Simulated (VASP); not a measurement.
Wanted: the native input for a VASP 6.6.1 run.

```yaml
Task: single point
Functional: HSE06
Potentials_or_basis: VASP PAW PBE potentials, release 64 (Hf_pv, O)
Cutoff: 520 eV
k_mesh: 4 × 4 × 4
Occupations: fermi-dirac, width 0.05 eV
Spin: no spin polarisation
Dipole_correction: no
Grid_for_exact_exchange_PRECFOCK: Normal
Further_INCAR_settings: ALGO = Normal; EDIFF = 1e-06; NBANDS = 18
Share_of_exact_exchange: 0.25
Screening_parameter: 0.2079 1/Å
```

Crystal: HfO2 (fluorite type).

```xyz
3
Lattice="0.0000 2.4920 2.4920 2.4920 0.0000 2.4920 2.4920 2.4920 0.0000" Properties=species:S:1:pos:R:3 pbc="T T T"
Hf    0.0000    0.0000    0.0000
O     1.2460    1.2460    1.2460
O     3.7380    3.7380    3.7380
```

One way to write it, as run:

POSCAR

```
HfO2
1.0
    0.0000000000      2.4920255963      2.4920255963
    2.4920255963      0.0000000000      2.4920255963
    2.4920255963      2.4920255963      0.0000000000
Hf O
1 2
Direct
    0.0000000000      0.0000000000      0.0000000000
    0.2500000000      0.2500000000      0.2500000000
    0.7500000000      0.7500000000      0.7500000000
```

INCAR.step1

```
SYSTEM = HfO2
PREC     = Accurate       ! precision mode
ENCUT    = 520            ! plane-wave cutoff, eV
EDIFF    = 1E-5           ! SCF threshold, eV
ISMEAR   = -1             ! smearing method
SIGMA    = 0.05           ! smearing width, eV
LREAL    = .FALSE.        ! projectors in reciprocal space
LASPH    = .TRUE.         ! aspherical terms in the spheres
NELM     = 80             ! most SCF steps
ALGO     = Normal         ! electronic algorithm
ISIF     = 2              ! what is computed and relaxed
LWAVE    = .TRUE.         ! write WAVECAR
LCHARG   = .FALSE.        ! write CHGCAR
NBANDS   = 18             ! bands
GGA      = PE             ! functional
```

INCAR.step2

```
SYSTEM = HfO2
PREC     = Accurate       ! precision mode
ENCUT    = 520            ! plane-wave cutoff, eV
EDIFF    = 1E-6           ! SCF threshold, eV
ISMEAR   = -1             ! smearing method
SIGMA    = 0.05           ! smearing width, eV
LREAL    = .FALSE.        ! projectors in reciprocal space
LASPH    = .TRUE.         ! aspherical terms in the spheres
NELM     = 80             ! most SCF steps
ALGO     = Normal         ! electronic algorithm
ISIF     = 2              ! what is computed and relaxed
LWAVE    = .FALSE.        ! write WAVECAR
LCHARG   = .FALSE.        ! write CHGCAR
GGA      = PE             ! functional
LHFCALC  = .TRUE.         ! exact exchange
HFSCREEN = 0.2079         ! screening, 1/A
PRECFOCK = Normal       
NBANDS   = 18             ! bands
ISTART   = 1
```

KPOINTS

```
regular mesh
0
G
  4 4 4
  0 0 0
```

Potentials or basis: VASP PAW PBE potentials, release 64 (Hf_pv, O).

Run with:

```console
$ cat potpaw_PBE.64/Hf_pv/POTCAR potpaw_PBE.64/O/POTCAR > POTCAR
$ cp INCAR.step1 INCAR
$ mpirun -np 1 vasp_std > vasp.out
$ cp INCAR.step2 INCAR
$ mpirun -np 1 vasp_std > vasp.out
```

It gave:

```
Pressure               : 7.3 GPa
Band gap on the k mesh : 5.50 eV
```

Caveat: the k points lie up to 0.55 Å⁻¹ apart; the PAW data sets were made with another functional, which shifts forces and pressure a little; spin-orbit coupling is left out, which moves the levels of the heavy elements.

It took 6.6 min on 1 thread of AMD EPYC 7R43 64-Core Processor (Zen 3), on a shared host, peak memory 0.22 GiB.
